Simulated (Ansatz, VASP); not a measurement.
One calculation of SnO2, two programs

File INCAR:

```
PREC = Accurate ; ENCUT = 520
EDIFF = 1E-6 ; ISMEAR = 0
SIGMA = 0.01 ; LREAL = F
LASPH = T ; NELM = 80
ALGO = Normal ; ISIF = 2
LWAVE = F ; LCHARG = F
NBANDS = 35
```

The input KPOINTS:

```
Automatic mesh
0
Gamma
  4 4 6
```

The input POSCAR:

```
SnO2
1.0
    4.7880040000      0.0000000000      0.0000000000
    0.0000000000      4.8665820000      0.0000000000
    0.0000000000      0.0000000000      3.2408980000
Sn O
2 4
Direct
    0.5000000000      0.5000000000      0.5000000000
    0.0000000000      0.0000000000      0.0000000000
    0.2918550000      0.3210420000      0.0000000000
    0.7918550000      0.1789580000      0.5000000000
    0.2081450000      0.8210420000      0.5000000000
    0.7081450000      0.6789580000      0.0000000000
```

Input for Ansatz:

```yaml
crystal:
  lattice:
    - [4.788004, 0.0, 0.0]
    - [0.0, 4.866582, 0.0]
    - [0.0, 0.0, 3.240898]
  atoms:
    - { symbol: Sn, position: [0.5, 0.5, 0.5] }
    - { symbol: Sn, position: [0.0, 0.0, 0.0] }
    - { symbol: O, position: [0.291855, 0.321042, 0.0] }
    - { symbol: O, position: [0.791855, 0.178958, 0.5] }
    - { symbol: O, position: [0.208145, 0.821042, 0.5] }
    - { symbol: O, position: [0.708145, 0.678958, 0.0] }
kpoints:
  mp_grid:
    grid: [4, 4, 6]
hamiltonian:
  xc: lda
  pseudopotentials:
    kind: paw
scf:
  occupations:
    method: fixed
output:
  eigenvalues: true
```

Alike in both runs: task single point; functional LDA; k mesh 4 × 4 × 6; no spin polarisation.

```csv
,VASP,Ansatz
version,VASP 6.6.1,Ansatz 0.2.0
potentials or method,"VASP PAW LDA potentials, release 64 (Sn_d, O)","plane waves, PAW"
plane-wave cutoff (eV),520,420
occupations,"gaussian, width 0.01 eV",fixed
valence electrons in the cell,52,52
```

Ansatz gave:

- gap on the k mesh at the Fermi level (eV): 0.68

What did VASP give for the same quantities?

gap on the k mesh at the Fermi level (eV): 0.70.

LDA's correlation is that of Perdew and Zunger in VASP and of Perdew and Wang (1992) in Ansatz.
